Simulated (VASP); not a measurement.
# Si (R-3m) in VASP: notebook, part 2 of 2

VASP 6.6.1. Earlier steps stand in the parts before.

## Step 3: Single point, HSE06 (epitaxial 111 strain +1.0%)

The input, POSCAR:

```
Si
1.0
   -0.0254281273      2.7239119573      2.7239119573
    2.7239119573     -0.0254281273      2.7239119573
    2.7239119573      2.7239119573     -0.0254281273
Si
2
Direct
   -0.0005705493     -0.0005705493     -0.0005705493
    0.2505705493      0.2505705493      0.2505705493
```

The input, INCAR.step1:

```
SYSTEM = Si
PREC     = Accurate       ! precision mode
ENCUT    = 520            ! plane-wave cutoff, eV
EDIFF    = 1E-5           ! SCF threshold, eV
ISMEAR   = 0              ! smearing method
SIGMA    = 0.01           ! smearing width, eV
LREAL    = .False.        ! projectors in reciprocal space
LASPH    = .True.         ! aspherical terms in the spheres
NELM     = 100            ! most SCF steps
ALGO     = Normal         ! electronic algorithm
ISIF     = 2              ! what is computed and relaxed
LWAVE    = .True.         ! write WAVECAR
LCHARG   = .False.        ! write CHGCAR
GGA      = PE             ! functional
NBANDS   = 11             ! bands
```

The input, INCAR.step2:

```
SYSTEM = Si
PREC     = Accurate       ! precision mode
ENCUT    = 520            ! plane-wave cutoff, eV
EDIFF    = 1E-6           ! SCF threshold, eV
ISMEAR   = 0              ! smearing method
SIGMA    = 0.01           ! smearing width, eV
LREAL    = .False.        ! projectors in reciprocal space
LASPH    = .True.         ! aspherical terms in the spheres
NELM     = 100            ! most SCF steps
ALGO     = Normal         ! electronic algorithm
ISIF     = 2              ! what is computed and relaxed
LWAVE    = .False.        ! write WAVECAR
LCHARG   = .False.        ! write CHGCAR
GGA      = PE             ! functional
LHFCALC  = .True.         ! exact exchange
HFSCREEN = 0.2079         ! screening, 1/A
PRECFOCK = Normal       
ISTART   = 1            
NBANDS   = 11             ! bands
```

The input, KPOINTS:

```
Automatic mesh
0
Gamma
  6 6 6
  0 0 0
```

Potentials or basis: VASP PAW PBE potentials, release 64 (Si).

The run is started by

```console
cat potpaw_PBE.64/Si/POTCAR > POTCAR
cp INCAR.step1 INCAR
mpirun -np 1 vasp_std > vasp.out
cp INCAR.step2 INCAR
mpirun -np 1 vasp_std > vasp.out
```

OUTCAR:

```text
SYSTEM = Si
   PREC = Accurate
   ENCUT = 520
   EDIFF = 1E-6
   ISMEAR = 0
   LREAL = .False.
   LASPH = .True.
   NELM = 100
   ISIF = 2
   GGA = PE
   LHFCALC = .True.
   HFSCREEN = 0.2079
   PRECFOCK = Normal
   ISTART = 1

 ion  position               nearest neighbor table
   1  0.999  0.999  0.999-   2 2.36   2 2.37   2 2.37   2 2.37
   2  0.251  0.251  0.251-   1 2.36   1 2.37   1 2.37   1 2.37

  LATTYP: Found a trigonal (rhomboedric) cell.
 ALAT       =     3.8522771567
 COS(alpha) =     0.4906434712

  Lattice vectors:

 A1 = (  -0.0254281273,   2.7239119573,   2.7239119573)
 A2 = (   2.7239119573,  -0.0254281273,   2.7239119573)
 A3 = (   2.7239119573,   2.7239119573,  -0.0254281273)

Analysis of symmetry for initial positions (statically):
=====================================================================
 Subroutine PRICEL returns:
 Original cell was already a primitive cell.

 Routine SETGRP: Setting up the symmetry group for a
 trigonal (rhombohedral) supercell.

 Subroutine GETGRP returns: Found 12 space group operations
 (whereof  6 operations were pure point group operations)
[... 185 lines left out ...]
      2       5.2029      2.00000
      3       5.2029      2.00000
      4       5.3230      2.00000
      5       8.5010      0.00000
      6       8.5010      0.00000
      7       8.6226      0.00000
      8       9.3246      0.00000
      9      13.9424      0.00000
     10      14.0101      0.00000
     11      14.0101      0.00000
[... 309 lines left out ...]
 k-point    24 :      -0.3333    0.5000    0.1667
  band No.  band energies     occupation
      1      -3.2539      2.00000
      2      -3.1784      2.00000
      3       1.3469      2.00000
      4       1.4045      2.00000
      5       8.6092      0.00000
      6       8.7981      0.00000
      7      12.8430      0.00000
      8      13.0913      0.00000
      9      16.9658      0.00000
     10      16.9867      0.00000
     11      19.3368      0.00000

 [... further k-points ...]

------------------------ aborting loop because EDIFF is reached ----------------------------------------

  FORCE on cell =-STRESS in cart. coord.  units (eV):
  Direction    XX          YY          ZZ          XY          YZ          ZX
  --------------------------------------------------------------------------------------
  -------------------------------------------------------------------------------------
  Total       -0.5158920     -0.5158920     -0.5158920      0.1907396      0.1907396      0.1907396
  in kB      -20.1660690    -20.1660690    -20.1660690      7.4559556      7.4559556      7.4559556
  external PRESSURE =     -20.1660690 kB  Pullay stress =       0.0000000 kB

 VOLUME and BASIS-vectors are now :
 -----------------------------------------------------------------------------
  energy-cutoff  :      520.00
  volume of cell :       40.99
      direct lattice vectors                 reciprocal lattice vectors
    -0.025428127  2.723911957  2.723911957    -0.181008989  0.182714657  0.182714657
     2.723911957 -0.025428127  2.723911957     0.182714657 -0.181008989  0.182714657
     2.723911957  2.723911957 -0.025428127     0.182714657  0.182714657 -0.181008989

 POSITION                                       TOTAL-FORCE (eV/Angst)
 -----------------------------------------------------------------------------------
      5.41930      5.41930      5.41930         0.001071      0.001071      0.001071
      1.35869      1.35869      1.35869        -0.001071     -0.001071     -0.001071
 -----------------------------------------------------------------------------------
    total drift:                                0.000000      0.000000      0.000000

  FREE ENERGIE OF THE ION-ELECTRON SYSTEM (eV)
  ---------------------------------------------------
  free  energy   TOTEN  =       -12.5248715790 eV

  energy  without entropy=      -12.5248715790  energy(sigma->0) =      -12.52487158
```

OUTCAR.step1:

```text
SYSTEM = Si
   PREC = Accurate
   ENCUT = 520
   EDIFF = 1E-5
   ISMEAR = 0
   LREAL = .False.
   LASPH = .True.
[... 561 lines left out ...]
      5.41930      5.41930      5.41930        -0.002761     -0.002761     -0.002761
      1.35869      1.35869      1.35869         0.002761      0.002761      0.002761
 -----------------------------------------------------------------------------------
    total drift:                                0.000000      0.000000      0.000000

  FREE ENERGIE OF THE ION-ELECTRON SYSTEM (eV)
  ---------------------------------------------------
  free  energy   TOTEN  =       -10.8238343245 eV

  energy  without entropy=      -10.8238343245  energy(sigma->0) =      -10.82383432
```

OSZICAR.step1:

```text
N       E                     dE             d eps       ncg     rms          rms(c)
DAV:   1     0.596553234762E+01    0.59655E+01   -0.32133E+03   704   0.566E+02
DAV:   2    -0.104685003046E+02   -0.16434E+02   -0.15702E+02   916   0.804E+01
DAV:   3    -0.109908569670E+02   -0.52236E+00   -0.52037E+00   916   0.124E+01
DAV:   4    -0.109949719697E+02   -0.41150E-02   -0.41145E-02   852   0.136E+00
DAV:   5    -0.109950103800E+02   -0.38410E-04   -0.38410E-04   893   0.121E-01    0.475E+00
DAV:   6    -0.108769540747E+02    0.11806E+00   -0.65717E-02   814   0.106E+00    0.289E+00
DAV:   7    -0.108222225048E+02    0.54732E-01   -0.12943E-01   824   0.160E+00    0.169E-01
DAV:   8    -0.108235824703E+02   -0.13600E-02   -0.60105E-03   809   0.418E-01    0.818E-02
DAV:   9    -0.108238052218E+02   -0.22275E-03   -0.21581E-04   914   0.892E-02    0.581E-02
DAV:  10    -0.108238328948E+02   -0.27673E-04   -0.23475E-05   817   0.276E-02    0.637E-03
DAV:  11    -0.108238343245E+02   -0.14297E-05   -0.29569E-06   627   0.926E-03
   1 F= -.10823834E+02 E0= -.10823834E+02  d E =-.131119E-37
```

It took 18 min on 1 thread of AMD EPYC 7R13 (Zen 3), shared host; peak memory 0.25 GiB.

What came out:

```
Free energy            : -12.5249 eV
Pressure               : -2.0 GPa
Band gap on the k mesh : 1.19 eV (least direct gap 3.18 eV)
```

Caveat: the cell differs from its parent crystal (epitaxial 111 strain +1.0%); the PAW data sets were made with another functional, which shifts forces and pressure a little.
